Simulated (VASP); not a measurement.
## LiTa3O4: relaxation of cell and atoms with PBE

LiTa3O4:

```
CELL_PARAMETERS angstrom
3.10088 0.00000 0.00000
0.00000 3.10355 0.00000
0.00000 0.00000 8.56211
ATOMIC_POSITIONS crystal
Li 0.50000 0.50000 0.50000
Ta 0.00000 0.00000 0.70201
Ta 0.00000 0.00000 0.29799
Ta 0.50000 0.00000 0.00000
O 0.00000 0.50000 0.10801
O 0.50000 0.50000 0.22379
O 0.00000 0.50000 0.89199
O 0.50000 0.50000 0.77621
```

```json
{"Program": "VASP 6.6.1", "Task": "relaxation of cell and atoms", "Functional": "PBE", "Potentials or basis": "VASP PAW PBE potentials, release 64 (Li_sv, Ta_pv, O)", "Cutoff": "600 eV", "k mesh": "5 × 5 × 2", "Occupations": "gaussian, width 0.2 eV", "Spin": "no spin polarisation", "Dipole correction": "no", "Further INCAR settings": "ALGO = Normal; EDIFF = 1e-06; IBRION = 2; EDIFFG = -0.08; NSW = 36; ISIF = 3"}
```

```yaml
Relaxed_volume: 11.31 Å³/atom
Relaxed_cell: a = 2.779 Å, b = 3.110 Å, c = 10.472 Å, α = 90.00°, β = 90.00°, γ = 90.00°
Space_group_after_relaxing_to_0.05_Å: Pmmm (No. 47)
Energy_gained_by_relaxing: 1602.3 meV/atom
Ionic_steps: 24
Pressure_after_relaxing: 0.6 GPa
Largest_force_after_relaxing: 0.062 eV/Å
Band_gap_on_the_k_mesh: zero (band 30 reaches 8.24 eV, above the bottom of band 31 at 6.73 eV)
```

Forces in eV/Å, atoms in the order of the input:
```
Li   0.000  0.000  0.000
Ta   0.000  0.000  0.030
Ta   0.000  0.000 -0.030
Ta   0.000  0.000  0.000
O    0.000  0.000  0.062
O    0.000  0.000 -0.048
O    0.000  0.000 -0.062
O    0.000  0.000  0.048
```

Stress tensor (GPa, compression positive):
```
0.34 0.00 0.00
0.00 0.50 0.00
0.00 0.00 1.06
```

The path:
```
step  energy change (eV)  largest force (eV/Å)  pressure (GPa)  volume (Å³)
   1              0.0000                9.6439           30.58        82.40
   2             -7.1099                3.6334          -26.78       106.07
   3             -7.3628                3.4807          -22.73       101.12
   4             -8.6162                1.9535           24.61        86.22
   5             -9.8541                1.6060           -2.06        91.91
   6            -10.9832                1.3801            5.58        88.12
   7            -11.2728                1.6229           12.58        85.55
   8            -10.8193                2.0738           36.58        79.76
   9            -11.2855                1.6368           19.10        83.68
  10            -12.0548                1.3836            1.88        88.40
  11            -12.2464                1.6051           -8.58        92.43
  12            -12.2505                1.5841           -6.99        91.72
  13            -12.4492                1.4333           -5.27        90.93
  14            -12.4584                1.3639           -4.74        90.75
  15            -12.6091                1.0353            1.49        88.42
  16            -12.6321                0.7470            5.56        87.11
  17            -12.7274                0.3496            3.41        88.35
  18            -12.7435                0.4749            2.43        89.10
  19            -12.7885                0.2696           -1.51        90.82
  20            -12.7901                0.2518           -2.37        91.22
  21            -12.8109                0.1997           -0.13        90.56
  22            -12.8115                0.1905            0.29        90.44
  23            -12.8171                0.0927            0.50        90.47
  24            -12.8181                0.0617            0.63        90.49
```

Final structure:
```yaml
crystal:
  lattice:
    - [2.77880, 0.00000, 0.00000]
    - [0.00000, 3.10981, 0.00000]
    - [0.00000, 0.00000, 10.47179]
  atoms:
    - { symbol: Li, position: [0.50000, 0.50000, 0.50000] }
    - { symbol: Ta, position: [0.00000, 0.00000, 0.74355] }
    - { symbol: Ta, position: [0.00000, 0.00000, 0.25645] }
    - { symbol: Ta, position: [0.50000, 0.00000, 0.00000] }
    - { symbol: O, position: [0.00000, 0.50000, 0.10940] }
    - { symbol: O, position: [0.50000, 0.50000, 0.32215] }
    - { symbol: O, position: [0.00000, 0.50000, 0.89060] }
    - { symbol: O, position: [0.50000, 0.50000, 0.67785] }
```

Levels at points of the mesh, in eV from the Fermi level:
```csv
k point,band 28,band 29,band 30,band 31,band 32,band 33
"(0.00, 0.00, 0.00)",-4.32,-3.57,-1.01,-0.45,0.42,1.35
"(0.00, 0.00, 0.50)",-4.30,-3.79,-0.87,-0.39,0.77,1.08
```

Wall time 12 min on 1 thread of Intel(R) Xeon(R) 6975P-C (Granite Rapids), with other jobs on the host, peak memory 0.26 GiB.

Caveat: the k points lie up to 0.45 Å⁻¹ apart in the final cell; the cutoff is under 1.25 times the usual one of these potentials, so pressure, stress and relaxed cells hold a basis-set (Pulay) error; spin-orbit coupling is left out, which moves the levels of the heavy elements; the relaxation stopped at a loose force limit of 0.08 eV/Å, so its end isn't a converged minimum.
